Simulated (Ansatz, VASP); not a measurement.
One calculation of MgO, two programs

```
Mg O
1.0
     2.62340    0.00000    0.00000
     0.00000    2.62340    0.00000
     0.00000    0.00000    2.62340
Mg O
1 1
Direct
  0.00000 0.00000 0.00000
  0.50000 0.50000 0.50000
```

Alike in both runs: functional r2SCAN; k mesh 8 × 8 × 8; occupations gaussian, width 0.02 eV; no spin polarisation.

Ansatz relaxed the structure, and its values are those at the end. VASP's run is a single point on that final structure, the one shown.

|  | VASP | Ansatz |
| --- | --- | --- |
| version | VASP 6.6.1 | Ansatz 0.2.0 |
| potentials or method | VASP PAW PBE potentials, release 64 (Mg, O), cutoff 520 eV | scalar-relativistic, plane waves, PAW |
| valence electrons in the cell | 8 | 16 |

```tsv
	VASP	Ansatz	Ansatz less VASP
gap on the k mesh at the Fermi level (eV)	3.45	3.49	+0.040
least direct gap on the mesh (eV)	4.51	4.54	+0.036
pressure (GPa)	-1.2	0.0	+1.21
```

VASP's potentials were made for PBE, not for r2SCAN. With one functional, cell and mesh, what is left measures potentials, basis and numerics. VASP's potentials hold 8 valence electrons a cell and Ansatz's 16, so a difference there can come from the potentials and not from the codes.
